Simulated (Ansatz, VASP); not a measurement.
ZnS: VASP beside Ansatz

INCAR

```
SYSTEM = ZnS
PREC = Accurate ; ENCUT = 520
EDIFF = 1E-6 ; ISMEAR = 0
SIGMA = 0.05 ; LREAL = .False.
LASPH = .True. ; NELM = 80
ALGO = Normal ; ISIF = 2
LWAVE = .False. ; LCHARG = .False.
GGA = PS ; NBANDS = 26
```

The input KPOINTS:

```
regular mesh
0
Gamma
  9 9 6
  0 0 0
```

File POSCAR:

```
ZnS
1.0
    3.8311821878      0.0000000000      0.0000000000
   -1.9155910939      3.3179011011      0.0000000000
    0.0000000000      0.0000000000      6.2903751065
Zn S
2 2
Direct
    0.3333333333      0.6666666667      0.0175222429
    0.6666666667      0.3333333333      0.5175222429
    0.3333333333      0.6666666667      0.3795575521
    0.6666666667      0.3333333333      0.8795575521
```

Input for Ansatz:

```yaml
crystal:
  lattice:
    - [3.8311821878, 0.0, 0.0]
    - [-1.9155910939, 3.3179011011, 0.0]
    - [0.0, 0.0, 6.2903751065]
  atoms:
    - { symbol: Zn, position: [0.3333333333, 0.6666666667, 0.0175222429] }
    - { symbol: Zn, position: [0.6666666667, 0.3333333333, 0.5175222429] }
    - { symbol: S, position: [0.3333333333, 0.6666666667, 0.3795575521] }
    - { symbol: S, position: [0.6666666667, 0.3333333333, 0.8795575521] }
basis:
  ecutwfc: 520.0
kpoints:
  mp_grid: { grid: [9, 9, 6] }
hamiltonian:
  xc: pbesol
  pseudopotentials: { kind: paw }
scf:
  occupations: { method: gaussian, width: 0.05 }
output:
  forces: true
  stress: true
  eigenvalues: true
```

Alike in both runs: task single point; functional PBEsol; k mesh 9 × 9 × 6; occupations gaussian, width 0.05 eV; no spin polarisation.

|  | VASP | Ansatz |
| --- | --- | --- |
| version | VASP 6.6.1 | Ansatz 0.2.0 |
| potentials or method | VASP PAW PBE potentials, release 64 (Zn, S), cutoff 520 eV | scalar-relativistic, plane waves, PAW |
| valence electrons in the cell | 36 | 36 |

|  | VASP | Ansatz | Ansatz less VASP |
| --- | --- | --- | --- |
| gap on the k mesh at the Fermi level (eV) | 1.94 | 1.94 | -0.004 |
| least direct gap on the mesh (eV) | 1.94 | 1.94 | -0.004 |
| pressure (GPa) | -2.5 | -2.7 | -0.18 |
| traceless stress, the component that is largest in VASP (GPa) | 1.92 | 1.90 | -0.022 |
| rms of the force components (eV/Å) | 0.280 | 0.280 | -0.0006 |

VASP's potentials were made for PBE, not for PBEsol. Atom by atom the forces differ by 0.001 eV/Å (rms over components).
